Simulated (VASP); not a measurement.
# Ru (P6_3/mmc) in VASP: a series of runs, part 2 of 3

VASP 6.6.1. Earlier steps stand in the parts before.

## (3) Single point, r2SCAN+D3(BJ)

This run uses another cell than the first one, of 13.57 Å³/atom.

The input, POSCAR:

```
Ru
1.0
    2.7058000000      0.0000000000      0.0000000000
   -1.3529000000      2.3432915376      0.0000000000
    0.0000000000      0.0000000000      4.2819000000
Ru
2
Direct
    0.6666666667      0.3333333333      0.7500000000
    0.3333333333      0.6666666667      0.2500000000
```

The input, INCAR.step1:

```
SYSTEM = Ru
  ALGO = Normal
  EDIFF = 1E-4
  ENCUT = 520
  GGA = PE
  ISMEAR = -1
  LASPH = .TRUE.
  LCHARG = .FALSE.
  LREAL = .FALSE.
  LWAVE = .TRUE.
  NBANDS = 21
  NELM = 80
  PREC = Accurate
  SIGMA = 0.05
```

The input, INCAR.step2:

```
SYSTEM = Ru
  ALGO = Normal
  EDIFF = 1E-6
  ENCUT = 520
  ISIF = 2
  ISMEAR = -1
  ISTART = 1
  IVDW = 12
  LASPH = .TRUE.
  LCHARG = .FALSE.
  LMIXTAU = .TRUE.
  LREAL = .FALSE.
  LWAVE = .FALSE.
  METAGGA = R2SCAN
  NBANDS = 21
  NELM = 80
  PREC = Accurate
  SIGMA = 0.05
  VDW_A1 = 0.49484001
  VDW_A2 = 5.73083694
  VDW_S6 = 1.0
  VDW_S8 = 0.78981345
```

The input, KPOINTS:

```
k-points
0
G
  11 11 6
  0 0 0
```

Potentials or basis: VASP PAW PBE potentials, release 64 (Ru_pv).

Started as:

```console
cat potpaw_PBE.64/Ru_pv/POTCAR > POTCAR
cp INCAR.step1 INCAR
mpirun -np 1 vasp_std > vasp.out
cp INCAR.step2 INCAR
mpirun -np 1 vasp_std > vasp.out
```

It took 47 s on 1 thread of Intel Xeon 6975P-C (Granite Rapids), shared host; peak memory 0.16 GiB.

Results (log left out):

```yaml
Free_energy: -51.4400 eV
Pressure: -4.0 GPa
Band_gap_on_the_k_mesh: zero (bands 14 and 15 overlap by 3.20 eV)
Dispersion_energy_per_atom: -0.294 eV
```

Stress tensor (GPa, compression positive):
```
-3.74  0.00  0.00
 0.00 -3.74  0.00
 0.00  0.00 -4.57
```

Levels at points of the mesh, in eV from the Fermi level:
| k point | band 12 | band 13 | band 14 | band 15 | band 16 | band 17 |
| --- | --- | --- | --- | --- | --- | --- |
| (0.00, 0.00, 0.00) | -1.93 | -1.93 | -1.39 | -1.39 | 1.30 | 1.30 |
| (0.00, 0.00, 0.50) | -2.81 | -2.76 | -2.76 | 0.63 | 0.63 | 0.63 |

Caveat: three body term missing; the cell stands under tension; an empty level that is flat over the whole mesh can mark a ghost state of the potentials, or a narrow d or f band; the PAW data sets were made with another functional, which shifts forces and pressure a little.

## (4) Relaxation of cell and atoms, r2SCAN+D3(BJ)

This run uses another cell than the first one, of 13.57 Å³/atom.

POSCAR is that of step 3.

The input, INCAR.step1:

```
  ALGO = Normal
  EDIFF = 1E-4
  ENCUT = 600
  GGA = PE
  ISMEAR = -1
  LASPH = True
  LCHARG = False
  LREAL = False
  LWAVE = True
  NELM = 80
  PREC = Accurate
  SIGMA = 0.05
```

The input, INCAR.step2:

```
  ALGO = Normal
  EDIFF = 1E-7
  EDIFFG = -0.01
  ENCUT = 600
  IBRION = 2
  ISIF = 3
  ISMEAR = -1
  ISTART = 1
  IVDW = 12
  LASPH = True
  LCHARG = False
  LMIXTAU = True
  LREAL = False
  LWAVE = False
  METAGGA = R2SCAN
  NELM = 80
  NSW = 60
  PREC = Accurate
  SIGMA = 0.05
  VDW_A1 = 0.49484001
  VDW_A2 = 5.73083694
  VDW_S6 = 1.0
  VDW_S8 = 0.78981345
```

The input, KPOINTS:

```
k-points
0
Gamma
  11 11 6
```

Started as:

```console
cat potpaw_PBE.64/Ru_pv/POTCAR > POTCAR
cp INCAR.step1 INCAR
mpirun -np 1 vasp_std > vasp.out
cp INCAR.step2 INCAR
mpirun -np 1 vasp_std > vasp.out
```

Run time: 3.4 min. Hardware: 1 thread of Intel Xeon 6975P-C (Granite Rapids), shared host; peak memory 0.19 GiB.

The run converged. Its results:

- Free energy: -51.4417 eV
- Relaxed volume: 13.41 Å³/atom
- Relaxed cell: a = 2.696 Å, b = 2.696 Å, c = 4.263 Å, α = 90.00°, β = 90.00°, γ = 120.00°
- Space group after relaxing (to 0.1 Å): P6_3/mmc (No. 194)
- Energy gained by relaxing: 2.0 meV/atom
- Ionic steps: 4
- Pressure after relaxing: 0.0 GPa
- Band gap on the k mesh: zero (bands 14 and 15 overlap by 3.27 eV)
- Dispersion energy per atom: -0.297 eV

Stress tensor (GPa, compression positive):
```
 0.09  0.00  0.00
 0.00  0.09  0.00
 0.00  0.00 -0.09
```

The path:
```csv
step,energy change (eV),largest force (eV/Å),pressure (GPa),volume (Å³)
1,0.0000,0.0000,-3.97,27.15
2,0.0383,0.0000,14.27,25.85
3,-0.0041,0.0000,-0.05,26.84
4,-0.0041,0.0000,0.03,26.83
```

Final structure:
```
Ru
1.0
     2.69585    0.00000    0.00000
    -1.34793    2.33468    0.00000
     0.00000    0.00000    4.26264
Ru
2
Direct
  0.66667 0.33333 0.75000
  0.33333 0.66667 0.25000
```

Levels at points of the mesh, in eV from the Fermi level:
```
           k point  band 12  band 13  band 14  band 15  band 16  band 17
(0.00, 0.00, 0.00)    -1.96    -1.96    -1.42    -1.42     1.32     1.32
(0.00, 0.00, 0.50)    -2.86    -2.79    -2.79     0.64     0.64     0.64
```

Caveat: the PAW data sets were made with another functional, which shifts forces and pressure a little.

## (5) Relaxation of cell and atoms, r2SCAN+D4

This run uses another cell than the first one, of 13.57 Å³/atom.

POSCAR is that of step 4.

The input, INCAR.step1:

```
SYSTEM = Ru
  PREC = Accurate
  ENCUT = 600
  ISMEAR = -1
  SIGMA = 0.05
  LREAL = .FALSE.
  LASPH = .TRUE.
  NELM = 80
  GGA = PE
  ALGO = Normal
  EDIFF = 1E-4
  LWAVE = .TRUE.
  LCHARG = .FALSE.
```

The input, INCAR.step2:

```
SYSTEM = Ru
  PREC = Accurate
  ENCUT = 600
  EDIFF = 1E-6
  ISMEAR = -1
  SIGMA = 0.05
  LREAL = .FALSE.
  LASPH = .TRUE.
  NELM = 80
  ALGO = Normal
  ISIF = 3
  LWAVE = .FALSE.
  LCHARG = .FALSE.
  METAGGA = R2SCAN
  LMIXTAU = .TRUE.
  IVDW = 13
  VDW_S6 = 1.0
  VDW_S8 = 0.6018749
  VDW_A1 = 0.51559235
  VDW_A2 = 5.77342911
  IBRION = 2
  NSW = 60
  EDIFFG = -0.01
  ISTART = 1
```

The input, KPOINTS:

```
Automatic mesh
0
G
  11 11 6
  0 0 0
```

Potentials or basis: VASP PAW PBE potentials, release 64 (Ru_pv).

Started as:

```console
cat potpaw_PBE.64/Ru_pv/POTCAR > POTCAR
cp INCAR.step1 INCAR
mpirun -np 1 vasp_std > vasp.out
cp INCAR.step2 INCAR
mpirun -np 1 vasp_std > vasp.out
```

OUTCAR:

```text
SYSTEM = Ru
   PREC = Accurate
   ENCUT = 600
   EDIFF = 1E-6
   ISMEAR = -1
   LREAL = .FALSE.
   LASPH = .TRUE.
   NELM = 80
   ISIF = 3
   METAGGA = R2SCAN
   IVDW = 13
   IBRION = 2
   NSW = 60
   EDIFFG = -0.01
   ISTART = 1

 ion  position               nearest neighbor table
   1  0.667  0.333  0.750-   2 2.65   2 2.65   2 2.65   2 2.65   2 2.65   2 2.65
   2  0.333  0.667  0.250-   1 2.65   1 2.65   1 2.65   1 2.65   1 2.65   1 2.65

  LATTYP: Found a hexagonal cell.
 ALAT       =     2.7058000000
 C/A-ratio  =     1.5824894671

  Lattice vectors:

 A1 = (   2.7058000000,   0.0000000000,   0.0000000000)
 A2 = (  -1.3529000000,   2.3432915376,   0.0000000000)
 A3 = (   0.0000000000,   0.0000000000,   4.2819000000)

Analysis of symmetry for initial positions (statically):
=====================================================================
 Subroutine PRICEL returns:
 Original cell was already a primitive cell.

 Routine SETGRP: Setting up the symmetry group for a
 hexagonal supercell.

 Subroutine GETGRP returns: Found 24 space group operations
 (whereof 12 operations were pure point group operations)
 out of a pool of 24 trial point group operations.

The static configuration has the point symmetry D_3d.
 The point group associated with its full space group is D_6h.

Analysis of symmetry for dynamics (positions and initial velocities):
=====================================================================
 Subroutine PRICEL returns:
 Original cell was already a primitive cell.

 Routine SETGRP: Setting up the symmetry group for a
 hexagonal supercell.

 Subroutine GETGRP returns: Found 24 space group operations
 (whereof 12 operations were pure point group operations)
 out of a pool of 24 trial point group operations.

The dynamic configuration has the point symmetry D_3d.
 The point group associated with its full space group is D_6h.

 Subroutine INISYM returns: Found 24 space group operations
 (whereof 12 operations are pure point group operations),
 and found     1 'primitive' translations

----------------------------------------------------------------------------------------

                                     Primitive cell

[... 96 lines left out ...]
   ISIF   =      3    stress and relaxation
   ISYM   =      2    0-nonsym 1-usesym 2-fastsym
   POTIM  = 0.5000    time-step for ionic-motion
   TEBEG  =    0.0;   TEEND  =   0.0 temperature during run
   PSTRESS=    0.0 pullay stress
   NELECT =      28.0000    total number of electrons
   NUPDOWN=      -1.0000    fix difference up-down
   EMIN   =  10.00;   EMAX   =-10.00  energy-range for DOS
   EFERMI =   0.00;   METHOD = LEGACY
   ISMEAR =    -1;   SIGMA  =   0.05  broadening in eV -4-tet -1-fermi 0-gaus
   EFERMI_NEDOS =   21; number of points for ismear=-14 and -15
   IALGO  =     38    algorithm
   IMIX   =      4    mixing-type and parameters
     AMIX     =   0.40;   BMIX     =  1.00
     AMIX_MAG =   1.60;   BMIX_MAG =  1.00
  volume/ion in A,a.u.               =      13.57        91.61
  Fermi-wavevector in a.u.,A,eV,Ry     =   1.654022  3.125649 37.222674  2.735789
  Thomas-Fermi vector in A             =   2.742361
   LORBIT       =      0    0 simple, 1 ext, 2 COOP (PROOUT), +10 PAW based schemes
   METAGGA = R2SCAN    functional components
   LHFCALC =     F    Hartree Fock is set to
   AEXX    =    0.0000 exact exchange contribution
   IVDW    =    13    specifies the selected vdW correction
   LEPSILON=     F    determine dielectric tensor
   LRPA    =     F    only Hartree local field effects (RPA)
 conjugate gradient relaxation of ions
 non-spin polarized calculation
  energy-cutoff  :      600.00
  volume of cell :       27.15
 maximum number of plane-waves:       935
 NGX is ok and might be reduce to    24
   NGX = 11   NGY = 11   NGZ = 17

--------------------------------------- Ionic step        1  -------------------------------------------

 number of electron      28.0000002 magnetization

 Free energy of the ion-electron system (eV)
  ---------------------------------------------------
  ext. energy  EPLUGINS =         0.00000000
  ---------------------------------------------------
  free energy    TOTEN  =       -50.85012559 eV

  energy without entropy =      -50.83405977  energy(sigma->0) =      -50.84209268

------------------------ aborting loop because EDIFF is reached ----------------------------------------

  DFT-D4 for vdW energy calculation

  Edisp (eV):   -0.35052
[... 191 lines left out ...]
--------------------------------------- Ionic step        6  -------------------------------------------

 number of electron      28.0000000 magnetization

 Free energy of the ion-electron system (eV)
  ---------------------------------------------------
  ext. energy  EPLUGINS =         0.00000000
  ---------------------------------------------------
  free energy    TOTEN  =       -50.84947106 eV

  energy without entropy =      -50.83359933  energy(sigma->0) =      -50.84153519

 E-fermi :  12.7841     XC(G=0): -15.4576

 val. band max:       12.7592869127   @ k =   0.2727   0.0000   0.0000
 cond. band min:      12.7990821476   @ k =   0.3636   0.0909   0.3333
 fundamental gap:      0.0397952349
 Fermi energy:        12.7841344259

 k-point     1 :       0.0000    0.0000    0.0000
  band No.  band energies     occupation
      1     -32.2617      2.00000
      2     -31.2328      2.00000
      3     -31.2328      2.00000
      4     -31.0444      2.00000
      5     -31.0444      2.00000
      6     -30.9965      2.00000
[... 481 lines left out ...]
      5     -31.1451      2.00000
      6     -31.1070      2.00000
[... 10 lines left out ...]
     17      14.4363      0.00000
     18      18.7992      0.00000

 [... further k-points ...]

------------------------ aborting loop because EDIFF is reached ----------------------------------------

  DFT-D4 for vdW energy calculation

  Edisp (eV):   -0.35255
[... 25 lines left out ...]
  FREE ENERGIE OF THE ION-ELECTRON SYSTEM (eV)
  ---------------------------------------------------
  free  energy   TOTEN  =       -51.2020207789 eV

  energy  without entropy=      -51.1861490428  energy(sigma->0) =      -51.19408491

 reached required accuracy - stopping structural energy minimisation
```

It took 3.7 min on 1 thread of Intel Xeon 6975P-C (Granite Rapids), shared host; peak memory 0.19 GiB.

Results:

| Quantity | Value |
| --- | --- |
| Free energy | -51.2020 eV |
| Relaxed volume | 13.48 Å³/atom |
| Relaxed cell | a = 2.701 Å, b = 2.701 Å, c = 4.268 Å, α = 90.00°, β = 90.00°, γ = 120.00° |
| Space group after relaxing (to 0.1 Å) | P6_3/mmc (No. 194) |
| Energy gained by relaxing | 0.7 meV/atom |
| Ionic steps | 6 |
| Pressure after relaxing | 0.0 GPa |
| Band gap on the k mesh | zero (bands 14 and 15 overlap by 3.24 eV) |
| Dispersion energy per atom | -0.176 eV |

The path:
```csv
step,energy change (eV),largest force (eV/Å),pressure (GPa),volume (Å³)
1,0.0000,0.0000,-2.24,27.15
2,0.0118,0.0000,7.62,26.41
3,-0.0014,0.0000,0.01,26.97
4,-0.0014,0.0000,0.04,26.96
5,-0.0014,0.0000,0.02,26.97
6,-0.0014,0.0000,0.03,26.97
```

Final structure:
```yaml
crystal:
  lattice:
    - [2.70110, 0.00000, 0.00000]
    - [-1.35055, 2.33923, 0.00000]
    - [0.00000, 0.00000, 4.26794]
  atoms:
    - { symbol: Ru, position: [0.66667, 0.33333, 0.75000] }
    - { symbol: Ru, position: [0.33333, 0.66667, 0.25000] }
```

Caveat: the PAW data sets were made with another functional, which shifts forces and pressure a little.

(Continued in part 3 of 3.)
